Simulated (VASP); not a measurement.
Crystal: PrYSe3.

```
Pr Y Se
1.0
     2.75836   -4.15687    0.00000
     2.75836    4.15687    0.00000
     0.00000    0.00000    5.98627
Pr Y Se
1 1 3
Direct
  0.00000 0.00000 0.50000
  0.50000 0.50000 0.50000
  0.00000 0.50000 0.00000
  0.50000 0.00000 0.00000
  0.00000 0.00000 0.00000
```

The cell was generated, and may not be a known phase.

```yaml
Program: VASP 6.6.1
Task: relaxation of cell and atoms
Functional: PBE
Potentials_or_basis: VASP PAW PBE potentials, release 64 (Pr_3, Y_sv, Se), 4f in core
Cutoff: 500 eV
k_mesh: 3 × 3 × 2
Occupations: gaussian, width 0.15 eV
Spin: no spin polarisation
```

At the start: pressure 8.2 GPa; volume 27.46 Å³/atom.

**Question.** How do energy, volume and symmetry change on relaxing?

**Answer.** Over 11 steps the energy falls by 641.1 meV/atom and the volume is 31.45 Å³/atom (+14.5 %); space group Cmmm (No. 65, to 0.1 Å) before, P4/mmm (No. 123, to 0.1 Å).

The path:
| step | energy change (eV) | largest force (eV/Å) | pressure (GPa) | volume (Å³) |
| --- | --- | --- | --- | --- |
| 1 | 0.0000 | 0.0000 | 8.23 | 137.28 |
| 2 | -2.2876 | 0.0000 | -0.93 | 165.49 |
| 3 | -2.5567 | 0.0000 | -3.72 | 178.83 |
| 4 | -2.9869 | 0.0000 | 0.94 | 162.55 |
| 5 | -3.0149 | 0.0000 | -0.25 | 165.36 |
| 6 | -3.1143 | 0.0000 | -0.15 | 162.31 |
| 7 | -3.1957 | 0.0000 | 0.20 | 157.89 |
| 8 | -3.2030 | 0.0000 | 0.43 | 155.71 |
| 9 | -3.2034 | 0.0000 | 0.39 | 156.07 |
| 10 | -3.2026 | 0.0000 | -0.41 | 158.64 |
| 11 | -3.2053 | 0.0000 | 0.02 | 157.23 |

Final structure:
```
CELL_PARAMETERS angstrom
3.78528 -3.79767 0.00000
3.78528 3.79767 0.00000
0.00000 0.00000 5.46887
ATOMIC_POSITIONS crystal
Pr 0.00000 0.00000 0.50000
Y 0.50000 0.50000 0.50000
Se 0.00000 0.50000 0.00000
Se 0.50000 0.00000 0.00000
Se 0.00000 0.00000 0.00000
```

Caveat: the k points lie up to 0.57 Å⁻¹ apart in the final cell, too coarse for converged energies and pressures of a metal; the run has no spin polarisation, though such a crystal can be magnetic.
